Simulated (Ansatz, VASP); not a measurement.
# ZnS in VASP and in Ansatz

```
CELL_PARAMETERS angstrom
0.00000 2.64834 2.64834
2.64834 0.00000 2.64834
2.64834 2.64834 0.00000
ATOMIC_POSITIONS crystal
Zn 0.00000 0.00000 0.00000
S 0.75000 0.75000 0.75000
```

Alike in both runs: task relaxation of cell and atoms; functional LDA; k mesh 10 × 10 × 10; no spin polarisation.

|  | VASP | Ansatz |
| --- | --- | --- |
| version | VASP 6.6.1 | Ansatz 0.2.0 |
| potentials or method | VASP PAW LDA potentials, release 64 (Zn, S), cutoff 600 eV | scalar-relativistic, plane waves, PAW |
| occupations | gaussian, width 0.01 eV | fixed |
| valence electrons in the cell | 18 | 18 |

Ansatz gave:

| Quantity | Value |
| --- | --- |
| gap on the k mesh at the Fermi level, each at its own relaxed structure (eV) | 2.13 |
| relaxed volume (Å³/atom) | 18.57 |
| relaxed length of the cell vector where the two differ most in proportion (Å) | 3.745 |

**Question.** What did VASP give for the same quantities?

**Answer.** gap on the k mesh at the Fermi level, each at its own relaxed structure (eV): 2.15; relaxed volume (Å³/atom): 18.63; relaxed length of the cell vector where the two differ most in proportion (Å): 3.749.

LDA's correlation is that of Perdew and Zunger in VASP and of Perdew and Wang (1992) in Ansatz.
